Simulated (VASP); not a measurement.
MgO2, 3 atoms in the cell. It takes space group R-3m (No. 166, trigonal). Conventional cell: a = 3.631 Å, b = 3.631 Å, c = 10.482 Å, α = 90.00°, β = 90.00°, γ = 120.00°. Mg (site symmetry -3m) has 6 O at 2.32 Å within 3.1 Å. Within 2.0 Å of O (site symmetry 3m) lie 1 O at 1.49 Å.  This cell differs from its parent crystal: strain +0.1312 x Voigt [1, 1, 0, 0, 0, 0].

* Program: VASP 6.6.1
* Task: single point
* Functional: r2SCAN
* Potentials or basis: VASP PAW PBE potentials, release 64 (Mg, O)
* Cutoff: 520 eV
* k mesh: 12 × 12 × 12
* Occupations: gaussian, width 0.05 eV
* Spin: no spin polarisation
* Dipole correction: no
* Further INCAR settings: ALGO = Normal; EDIFF = 1e-06; NBANDS = 14

Potentials or basis: VASP PAW PBE potentials, release 64 (Mg, O).

Run with:

```sh
$ cat potpaw_PBE.64/Mg/POTCAR potpaw_PBE.64/O/POTCAR > POTCAR
$ cp INCAR.step1 INCAR
$ mpirun -np 1 vasp_std > vasp.out
$ cp INCAR.step2 INCAR
$ mpirun -np 1 vasp_std > vasp.out
```

Hardware: 1 thread of Intel(R) Xeon(R) Platinum 8259CL CPU @ 2.50GHz (Skylake/Cascade Lake) (shared host).

**Question.** Estimate the wall time of this run.

**Answer.** Run time: 6.7 min on 1 thread of Intel(R) Xeon(R) Platinum 8259CL CPU @ 2.50GHz (Skylake/Cascade Lake), with other jobs on the host, peak memory 0.25 GiB. Counts: k points 189.
